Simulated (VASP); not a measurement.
**HgTe: single point with PBEsol**

Crystal: HgTe.

```
Hg Te
1.0
     0.00000    3.00117    3.00117
     3.00117    0.00000    3.00117
     3.00117    3.00117    0.00000
Hg Te
1 1
Direct
  0.00000 0.00000 0.00000
  0.50000 0.50000 0.50000
```

* Program: VASP 6.6.1
* Task: single point
* Functional: PBEsol
* Potentials or basis: VASP PAW PBE potentials, release 64 (Hg, Te)
* Cutoff: 520 eV
* k mesh: 7 × 7 × 7
* Occupations: fermi-dirac, width 0.05 eV
* Spin: no spin polarisation

| Property | Result |
| --- | --- |
| Pressure | 0.2 GPa |
| Band gap on the k mesh | zero (band 9 reaches 5.11 eV, above the bottom of band 10 at 2.40 eV) |

Levels at points of the mesh, in eV from the Fermi level:
| k point | band 7 | band 8 | band 9 | band 10 | band 11 | band 12 |
| --- | --- | --- | --- | --- | --- | --- |
| (0.00, 0.00, 0.00) | -0.88 | -0.83 | -0.83 | -0.83 | 7.57 | 7.57 |

It took 8.8 s on 1 thread of AMD EPYC 9R45 (Zen 5), with other jobs on the host, peak memory 0.15 GiB.

Caveat: the PAW data sets were made with another functional, which shifts forces and pressure a little; spin-orbit coupling is left out, which moves the levels of the heavy elements.
